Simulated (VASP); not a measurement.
# InP3 (R-3m) in VASP: further runs

Runs on InP3. Level: r2SCAN. Tasks: single point.

All numbers are computed with VASP 6.6.1; they aren't measurements. Logs are shortened: lines on timing, memory, paths and dates and some standing lists are left out, and cuts for length are marked.

## Step 1: The cell of the first run

It takes space group R-3m (No. 166, trigonal). The conventional cell has a = 7.483 Å, b = 7.483 Å, c = 9.501 Å, α = 90.00°, β = 90.00°, γ = 120.00°. Within 3.8 Å of In (site symmetry 3m) lie 15 P at 2.63 to 3.75 Å. Within 2.9 Å of P (site symmetry m) lie 2 P at 2.17 Å and 2 In at 2.63 to 2.83 Å.

## Step 2: Single point, r2SCAN (strain -0.0600 x Voigt [0, 0, 1, 0, 0, 0])

File POSCAR:

```
InP3
1.0
    3.7414989627      2.1601554333      3.1670968584
   -3.7414989627      2.1601554333      3.1670968584
    0.0000000000     -4.3203108666      3.1670968584
In P
2 6
Direct
    0.2702519987      0.2702519987      0.2702519987
    0.7297480013      0.7297480013      0.7297480013
    0.7982893840      0.2446976857      0.7982893840
    0.7982893840      0.7982893840      0.2446976857
    0.2446976857      0.7982893840      0.7982893840
    0.2017106160      0.7553023143      0.2017106160
    0.7553023143      0.2017106160      0.2017106160
    0.2017106160      0.2017106160      0.7553023143
```

File INCAR.step1:

```
PREC     = Accurate       # precision mode
ENCUT    = 520            # plane-wave cutoff, eV
ISMEAR   = 0              # smearing method
SIGMA    = 0.15           # smearing width, eV
LREAL    = False          # projectors in reciprocal space
LASPH    = True           # aspherical terms in the spheres
NELM     = 100            # most SCF steps
NBANDS   = 38             # bands
GGA      = PE             # functional
ALGO     = Normal         # electronic algorithm
EDIFF    = 1E-4           # SCF threshold, eV
LWAVE    = True           # write WAVECAR
LCHARG   = False          # write CHGCAR
```

File INCAR.step2:

```
PREC     = Accurate       # precision mode
ENCUT    = 520            # plane-wave cutoff, eV
EDIFF    = 1E-6           # SCF threshold, eV
ISMEAR   = 0              # smearing method
SIGMA    = 0.15           # smearing width, eV
LREAL    = False          # projectors in reciprocal space
LASPH    = True           # aspherical terms in the spheres
NELM     = 100            # most SCF steps
ALGO     = Normal         # electronic algorithm
ISIF     = 2              # what is computed and relaxed
LWAVE    = False          # write WAVECAR
LCHARG   = False          # write CHGCAR
METAGGA  = R2SCAN         # meta-GGA
LMIXTAU  = True         
NBANDS   = 38             # bands
ISTART   = 1
```

File KPOINTS:

```
regular mesh
0
Gamma
  6 6 6
```

Potentials or basis: VASP PAW PBE potentials, release 64 (In_d, P).

On the command line:

```bash
cat potpaw_PBE.64/In_d/POTCAR potpaw_PBE.64/P/POTCAR > POTCAR
cp INCAR.step1 INCAR
mpirun -np 1 vasp_std > vasp.out
cp INCAR.step2 INCAR
mpirun -np 1 vasp_std > vasp.out
```

OUTCAR:

```text
PREC = Accurate
   ENCUT = 520
   EDIFF = 1E-6
   ISMEAR = 0
   LREAL = False
   LASPH = True
   NELM = 100
   ISIF = 2
   METAGGA = R2SCAN
   ISTART = 1

 ion  position               nearest neighbor table
   1  0.270  0.270  0.270-   6 2.63   7 2.63   8 2.63   6 2.83   7 2.83   8 2.83
   2  0.730  0.730  0.730-   3 2.63   5 2.63   4 2.63   3 2.83   5 2.83   4 2.83
   3  0.798  0.245  0.798-   8 2.17   7 2.17   2 2.63   2 2.83
   4  0.798  0.798  0.245-   6 2.17   7 2.17   2 2.63   2 2.83
   5  0.245  0.798  0.798-   8 2.17   6 2.17   2 2.63   2 2.83
   6  0.202  0.755  0.202-   4 2.17   5 2.17   1 2.63   1 2.83
   7  0.755  0.202  0.202-   4 2.17   3 2.17   1 2.63   1 2.83
   8  0.202  0.202  0.755-   3 2.17   5 2.17   1 2.63   1 2.83

  LATTYP: Found a trigonal (rhomboedric) cell.
 ALAT       =     5.3568263454
 COS(alpha) =     0.0243228857

  Lattice vectors:

 A1 = (   3.7414989627,   2.1601554333,   3.1670968584)
 A2 = (  -3.7414989627,   2.1601554333,   3.1670968584)
 A3 = (   0.0000000000,  -4.3203108666,   3.1670968584)

Analysis of symmetry for initial positions (statically):
=====================================================================
 Subroutine PRICEL returns:
 Original cell was already a primitive cell.

 Routine SETGRP: Setting up the symmetry group for a
 trigonal (rhombohedral) supercell.

 Subroutine GETGRP returns: Found 12 space group operations
 (whereof 12 operations were pure point group operations)
 out of a pool of 12 trial point group operations.

The static configuration has the point symmetry D_3d.

Analysis of symmetry for dynamics (positions and initial velocities):
=====================================================================
 Subroutine PRICEL returns:
 Original cell was already a primitive cell.

 Routine SETGRP: Setting up the symmetry group for a
 trigonal (rhombohedral) supercell.

 Subroutine GETGRP returns: Found 12 space group operations
 (whereof 12 operations were pure point group operations)
 out of a pool of 12 trial point group operations.

The dynamic configuration has the point symmetry D_3d.

 Subroutine INISYM returns: Found 12 space group operations
 (whereof 12 operations are pure point group operations),
[... 108 lines left out ...]
   EDIFF  = 0.1E-05   stopping-criterion for ELM
   LREAL  =      F    real-space projection
   EDIFFG = 0.1E-04   stopping-criterion for IOM
   NSW    =      0    number of steps for IOM
   IBRION =     -1    ionic relax: 0-MD 1-quasi-New 2-CG
   NFREE  =      0    steps in history (QN), initial steepest desc. (CG)
   ISIF   =      2    stress and relaxation
   ISYM   =      2    0-nonsym 1-usesym 2-fastsym
   POTIM  = 0.5000    time-step for ionic-motion
   TEBEG  =    0.0;   TEEND  =   0.0 temperature during run
   PSTRESS=    0.0 pullay stress
   NELECT =      56.0000    total number of electrons
   NUPDOWN=      -1.0000    fix difference up-down
   EMIN   =  10.00;   EMAX   =-10.00  energy-range for DOS
   EFERMI =   0.00;   METHOD = LEGACY
   ISMEAR =     0;   SIGMA  =   0.15  broadening in eV -4-tet -1-fermi 0-gaus
   EFERMI_NEDOS =   21; number of points for ismear=-14 and -15
   IALGO  =     38    algorithm
   IMIX   =      4    mixing-type and parameters
     AMIX     =   0.40;   BMIX     =  1.00
     AMIX_MAG =   1.60;   BMIX_MAG =  1.00
  volume/ion in A,a.u.               =      19.20       129.55
  Fermi-wavevector in a.u.,A,eV,Ry     =   1.169562  2.210151 18.611060  1.367874
  Thomas-Fermi vector in A             =   2.306033
   LORBIT       =      0    0 simple, 1 ext, 2 COOP (PROOUT), +10 PAW based schemes
   METAGGA = R2SCAN    functional components
   LHFCALC =     F    Hartree Fock is set to
   AEXX    =    0.0000 exact exchange contribution
   IVDW    =     0    specifies the selected vdW correction
   LEPSILON=     F    determine dielectric tensor
   LRPA    =     F    only Hartree local field effects (RPA)
 non-spin polarized calculation
 Gauss-broadening in eV      SIGMA  =   0.15
  energy-cutoff  :      520.00
  volume of cell :      153.58
 maximum number of plane-waves:      4170
   NGX = 19   NGY = 19   NGZ = 19

 number of electron      55.9999987 magnetization

 Free energy of the ion-electron system (eV)
  ---------------------------------------------------
  ext. energy  EPLUGINS =         0.00000000
  ---------------------------------------------------
  free energy    TOTEN  =       -99.97130051 eV

  energy without entropy =      -99.95864822  energy(sigma->0) =      -99.96497437

 E-fermi :   7.0911     XC(G=0): -10.8698

 val. band max:        7.0830764803   @ k =   0.1667   0.1667  -0.0000
 cond. band min:       7.1430688375   @ k =   0.1667  -0.0000  -0.0000
 fundamental gap:      0.0599923572
 Fermi energy:         7.0911027134

 k-point     1 :       0.0000    0.0000    0.0000
  band No.  band energies     occupation
      1      -8.1298      2.00000
      2      -8.1111      2.00000
      3      -8.1111      2.00000
      4      -7.9353      2.00000
      5      -7.9353      2.00000
      6      -7.8310      2.00000
[... 973 lines left out ...]
     37      12.1597      0.00000
     38      12.3938      0.00000

 [... further k-points ...]

------------------------ aborting loop because EDIFF is reached ----------------------------------------

  FORCE on cell =-STRESS in cart. coord.  units (eV):
  Direction    XX          YY          ZZ          XY          YZ          ZX
  --------------------------------------------------------------------------------------
  -------------------------------------------------------------------------------------
  Total        2.6957399      2.6957399      6.4712348      0.0000000     -0.0000000      0.0000000
  in kB       28.1219439     28.1219439     67.5078867      0.0000000     -0.0000000      0.0000000
  external PRESSURE =      41.2505915 kB  Pullay stress =       0.0000000 kB

 VOLUME and BASIS-vectors are now :
 -----------------------------------------------------------------------------
  energy-cutoff  :      520.00
  volume of cell :      153.58
      direct lattice vectors                 reciprocal lattice vectors
     3.741498963  2.160155433  3.167096858     0.133636279  0.077154942  0.105248860
    -3.741498963  2.160155433  3.167096858    -0.133636279  0.077154942  0.105248860
     0.000000000 -4.320310867  3.167096858     0.000000000 -0.154309884  0.105248860

 POSITION                                       TOTAL-FORCE (eV/Angst)
 -----------------------------------------------------------------------------------
      0.00000      0.00000      2.56774         0.000000     -0.000000      0.112945
      0.00000      0.00000      6.93355         0.000000     -0.000000     -0.112945
      2.07126     -1.19584      5.83150        -0.068182      0.039365     -0.435834
      0.00000      2.39169      5.83150         0.000000     -0.078730     -0.435834
     -2.07126     -1.19584      5.83150         0.068182      0.039365     -0.435834
     -2.07126      1.19584      3.66979         0.068182     -0.039365      0.435834
      2.07126      1.19584      3.66979        -0.068182     -0.039365      0.435834
      0.00000     -2.39169      3.66979         0.000000      0.078730      0.435834
 -----------------------------------------------------------------------------------
    total drift:                               -0.000000      0.000000     -0.000000

  FREE ENERGIE OF THE ION-ELECTRON SYSTEM (eV)
  ---------------------------------------------------
  free  energy   TOTEN  =       -99.9713005106 eV

  energy  without entropy=      -99.9586482201  energy(sigma->0) =      -99.96497437
```

Run time: 5.1 min. Hardware: 1 thread of Intel Xeon 6975P-C (Granite Rapids), shared host; peak memory 0.34 GiB.

What came out:

| Property | Result |
| --- | --- |
| Free energy | -99.9713 eV |
| Pressure | 4.1 GPa |
| Largest force | 0.443 eV/Å |
| Band gap on the k mesh | zero (bands 28 and 29 overlap by 0.26 eV) |

Forces in eV/Å, atoms in the order of the input:
```
In   0.000  0.000  0.113
In   0.000  0.000 -0.113
P   -0.068  0.039 -0.436
P    0.000 -0.079 -0.436
P    0.068  0.039 -0.436
P    0.068 -0.039  0.436
P   -0.068 -0.039  0.436
P    0.000  0.079  0.436
```

Stress tensor (GPa, compression positive):
```
2.81 0.00 0.00
0.00 2.81 0.00
0.00 0.00 6.75
```

Caveat: the cell differs from its parent crystal (strain -0.0600 x Voigt [0, 0, 1, 0, 0, 0]); the cell stands under pressure; semilocal functionals underestimate gaps, so a narrow gap can read as zero; the PAW data sets were made with another functional, which shifts forces and pressure a little; spin-orbit coupling is left out, which moves the levels of the heavy elements.

## Step 3: Single point, r2SCAN (strain -0.0450 x Voigt [0, 0, 1, 0, 0, 0])

Changes to POSCAR since step 2:

```diff
@@ -2,5 +2,5 @@
 1.0
-    3.7414989627      2.1601554333      3.1670968584
-   -3.7414989627      2.1601554333      3.1670968584
-    0.0000000000     -4.3203108666      3.1670968584
+    3.7414989627      2.1601554333      3.2176356380
+   -3.7414989627      2.1601554333      3.2176356380
+    0.0000000000     -4.3203108666      3.2176356380
 In P
```

File INCAR.step1:

```
SYSTEM = InP3
ALGO = Normal ; EDIFF = 1E-4
ENCUT = 520 ; GGA = PE
ISMEAR = 0 ; LASPH = .TRUE.
LCHARG = .FALSE. ; LREAL = .FALSE.
LWAVE = .TRUE. ; NBANDS = 38
NELM = 100 ; PREC = Accurate
SIGMA = 0.15
```

File INCAR.step2:

```
SYSTEM = InP3
ALGO = Normal ; EDIFF = 1E-6
ENCUT = 520 ; ISIF = 2
ISMEAR = 0 ; ISTART = 1
LASPH = .TRUE. ; LCHARG = .FALSE.
LMIXTAU = .TRUE. ; LREAL = .FALSE.
LWAVE = .FALSE. ; METAGGA = R2SCAN
NBANDS = 38 ; NELM = 100
PREC = Accurate ; SIGMA = 0.15
```

File KPOINTS:

```
k-points
0
G
  6 6 6
  0 0 0
```

Potentials or basis: VASP PAW PBE potentials, release 64 (In_d, P).

On the command line:

```bash
cat potpaw_PBE.64/In_d/POTCAR potpaw_PBE.64/P/POTCAR > POTCAR
cp INCAR.step1 INCAR
mpirun -np 1 vasp_std > vasp.out
cp INCAR.step2 INCAR
mpirun -np 1 vasp_std > vasp.out
```

Run time: 6.1 min. Hardware: 1 thread of Intel Xeon 6975P-C (Granite Rapids), shared host; peak memory 0.34 GiB.

Results (log left out):

* Free energy: -100.0605 eV
* Pressure: 2.8 GPa
* Largest force: 0.309 eV/Å
* Band gap on the k mesh: zero (bands 28 and 29 overlap by 0.27 eV)

Forces in eV/Å, atoms in the order of the input:
```
In   0.000  0.000  0.076
In   0.000  0.000 -0.076
P   -0.036  0.021 -0.306
P    0.000 -0.042 -0.306
P    0.036  0.021 -0.306
P    0.036 -0.021  0.306
P   -0.036 -0.021  0.306
P    0.000  0.042  0.306
```

Stress tensor (GPa, compression positive):
```
1.86 0.00 0.00
0.00 1.86 0.00
0.00 0.00 4.81
```

Levels at points of the mesh, in eV from the Fermi level:
```
           k point  band 26  band 27  band 28  band 29  band 30  band 31
(0.00, 0.00, 0.00)    -1.93    -0.99    -0.99     0.16     0.26     2.37
(0.50, 0.00, 0.00)    -1.81    -1.10    -0.98     0.62     2.77     3.08
(0.50, 0.50, 0.00)    -0.72    -0.60    -0.12     1.48     1.79     2.82
(0.50, 0.50, 0.50)    -0.13     0.18     0.18     1.75     2.07     2.07
```

Caveat: the cell differs from its parent crystal (strain -0.0450 x Voigt [0, 0, 1, 0, 0, 0]); semilocal functionals underestimate gaps, so a narrow gap can read as zero; the PAW data sets were made with another functional, which shifts forces and pressure a little; spin-orbit coupling is left out, which moves the levels of the heavy elements.

(Continued in part 2 of 2.)
